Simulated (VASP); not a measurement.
# TiC (Fm-3m) in VASP: further runs, part 3 of 3

VASP 6.6.1. The steps go on from the part before.

## 6. Vibrations by perturbation theory, PBEsol (10.19 Å³/atom)

This run uses another cell than the first one, of 10.19 Å³/atom.

The input, INCAR:

```
SYSTEM = TiC
  PREC = Accurate
  ENCUT = 520
  EDIFF = 1E-8
  ISMEAR = -1
  SIGMA = 0.1
  LREAL = .False.
  LASPH = .True.
  NELM = 100
  ALGO = Normal
  ISIF = 2
  LWAVE = .False.
  LCHARG = .True.
  GGA = PS
  NBANDS = 15
  IBRION = 8
  NSW = 1
```

The input, KPOINTS:

```
regular mesh
0
Gamma
  16 16 16
  0 0 0
```

The input, POSCAR:

```
TiC
1.0
    0.0000000000      2.1680154954      2.1680154954
    2.1680154954      0.0000000000      2.1680154954
    2.1680154954      2.1680154954      0.0000000000
Ti C
1 1
Direct
    0.0000000000      0.0000000000      0.0000000000
    0.5000000000      0.5000000000      0.5000000000
```

Potentials or basis: VASP PAW PBE potentials, release 64 (Ti_sv, C).

Command:

```sh
$ cat potpaw_PBE.64/Ti_sv/POTCAR potpaw_PBE.64/C/POTCAR > POTCAR
$ mpirun -np 1 vasp_std > vasp.out
```

OUTCAR:

```text
SYSTEM = TiC
   PREC = Accurate
   ENCUT = 520
   EDIFF = 1E-8
   ISMEAR = -1
   LREAL = .False.
   LASPH = .True.
   NELM = 100
   ISIF = 2
   GGA = PS
   IBRION = 8
   NSW = 1

 ion  position               nearest neighbor table
   1  0.000  0.000  0.000-   2 2.17   2 2.17   2 2.17   2 2.17   2 2.17   2 2.17
   2  0.500  0.500  0.500-   1 2.17   1 2.17   1 2.17   1 2.17   1 2.17   1 2.17

  LATTYP: Found a face centered cubic cell.
 ALAT       =     4.3360309908

  Lattice vectors:

 A1 = (   0.0000000000,   2.1680154954,   2.1680154954)
 A2 = (   2.1680154954,   0.0000000000,   2.1680154954)
 A3 = (   2.1680154954,   2.1680154954,   0.0000000000)

Analysis of symmetry for initial positions (statically):
=====================================================================
 Subroutine PRICEL returns:
 Original cell was already a primitive cell.

 Routine SETGRP: Setting up the symmetry group for a
 face centered cubic supercell.

 Subroutine GETGRP returns: Found 48 space group operations
 (whereof 48 operations were pure point group operations)
 out of a pool of 48 trial point group operations.

The static configuration has the point symmetry O_h .

Analysis of symmetry for dynamics (positions and initial velocities):
=====================================================================
 Subroutine PRICEL returns:
 Original cell was already a primitive cell.

 Routine SETGRP: Setting up the symmetry group for a
 face centered cubic supercell.

 Subroutine GETGRP returns: Found 48 space group operations
 (whereof 48 operations were pure point group operations)
 out of a pool of 48 trial point group operations.

The dynamic configuration has the point symmetry O_h .
[... 613 lines left out ...]
    total drift:                                0.000000     -0.000000     -0.000000

  FREE ENERGIE OF THE ION-ELECTRON SYSTEM (eV)
  ---------------------------------------------------
  free  energy   TOTEN  =       -19.7940107430 eV

  energy  without entropy=      -19.7833243849  energy(sigma->0) =      -19.78866756

[... ionic steps 2 to 3 ...]

--------------------------------------- Ionic step        4  -------------------------------------------

------------------------ aborting loop because EDIFF is reached ----------------------------------------

[... ionic steps 5 to 6 ...]

--------------------------------------- Ionic step        7  -------------------------------------------

 Free energy of the ion-electron system (eV)
  ---------------------------------------------------
  ---------------------------------------------------
  free energy    TOTEN  =        -0.11751260 eV

  energy without entropy =       -0.11751260

------------------------ aborting loop because EDIFF is reached ----------------------------------------

 INTERNAL STRAIN TENSOR  FOR ION    2  DIRECTION 1   (eV/Angst):
 -----------------------------------------------------------------------------
    -0.01386 -0.00000  0.00000
     0.00000  0.00587 -0.00000
    -0.00000 -0.00000  0.00587

 INTERNAL STRAIN TENSOR FOR ION    2 for displacements in x,y,z  (eV/Angst):
          X           Y           Z          XY          YZ          ZX
  --------------------------------------------------------------------------------
  x     0.00000     0.00000     0.00000     0.00000     0.00000     0.00000
  y     0.00000     0.00000     0.00000     0.00000     0.00000     0.00000
  z     0.00000     0.00000     0.00000     0.00000     0.00000     0.00000

 SECOND DERIVATIVES (NOT SYMMETRIZED)
 ------------------------------------
               1X          1Y          1Z          2X          2Y          2Z
  1X    -9.298374    0.000000    0.000000    9.298374    0.000000    0.000000
  1Y     0.000000   -9.298374    0.000000    0.000000    9.298374    0.000000
  1Z     0.000000    0.000000   -9.298374    0.000000    0.000000    9.298374
  2X     9.280357    0.000000    0.000000   -9.280357    0.000000    0.000000
  2Y     0.000000    9.280357    0.000000    0.000000   -9.280357    0.000000
  2Z     0.000000    0.000000    9.280357    0.000000    0.000000   -9.280357

 Eigenvectors and eigenvalues of the dynamical matrix
 ----------------------------------------------------

   1 f  =   15.372049 THz    96.585431 2PiTHz  512.756355 cm-1    63.573657 meV
             X         Y         Z           dx          dy          dz
      0.000000  0.000000  0.000000     0.448173   -0.000000   -0.000000
      2.168015  2.168015  2.168015    -0.893947   -0.000000   -0.000000
[... 21 lines left out ...]
   6 f/i=    0.005973 THz     0.037527 2PiTHz    0.199225 cm-1     0.024701 meV
             X         Y         Z           dx          dy          dz
      0.000000  0.000000  0.000000    -0.113691    0.187632    0.866608
      2.168015  2.168015  2.168015    -0.056998    0.094068    0.434467

--------------------------------------------------------------------------------------------------------

 ELASTIC MODULI CONTR FROM IONIC RELAXATION (kBar)
 Direction    XX          YY          ZZ          XY          YZ          ZX
 --------------------------------------------------------------------------------
 XX           0.0000      0.0000      0.0000      0.0000      0.0000      0.0000
 YY           0.0000      0.0000      0.0000      0.0000      0.0000      0.0000
 ZZ           0.0000      0.0000      0.0000      0.0000      0.0000      0.0000
 XY           0.0000      0.0000      0.0000      0.0000      0.0000      0.0000
 YZ           0.0000      0.0000      0.0000      0.0000      0.0000      0.0000
 ZX           0.0000      0.0000      0.0000      0.0000      0.0000      0.0000
 --------------------------------------------------------------------------------
```

stdout:

```text
POSCAR found type information on POSCAR TiC
 POSCAR found :  2 types and       2 ions
 scaLAPACK will be used
 -----------------------------------------------------------------------------
|                                                                             |
|                                                                             |
|     You enforced a specific xc type in the INCAR file but a different       |
|     I HOPE YOU KNOW WHAT YOU ARE DOING!                                     |
|                                                                             |
 -----------------------------------------------------------------------------

 LDA part: xc-table for (Slater+PW92), standard interpolation
 POSCAR, INCAR and KPOINTS ok, starting setup
 FFT: planning ... GRIDC
 FFT: planning ... GRID_SOFT
 FFT: planning ... GRID
 WAVECAR not read
 entering main loop
 Linear response reoptimize wavefunctions to high precision
 Linear response DOF=           2
 Linear response progress:
 first order change of Fermi-energy   0.11950E-03
 force on displaced ion       1 direction 1 :  -9.298   0.000   0.000
 Linear response progress:
 first order change of Fermi-energy   0.26485E-03
 force on displaced ion       2 direction 1 :  -9.280   0.000   0.000
 Linear response finished
```

It took 4.7 min on 1 thread of Intel Xeon Platinum 8259CL at 2.50GHz (Skylake/Cascade Lake), shared host; peak memory 0.37 GiB.

What came out:

```
Highest phonon frequency at Γ : 513 cm⁻¹
```

Phonon frequencies in cm⁻¹ (negative: imaginary):
```csv
q point,frequencies
"(0.000, 0.000, 0.000)",0 0 0 513 513 513
```

Caveat: the cell stands under pressure or tension, which shifts response properties; the PAW data sets were made with another functional, which shifts forces and pressure a little.
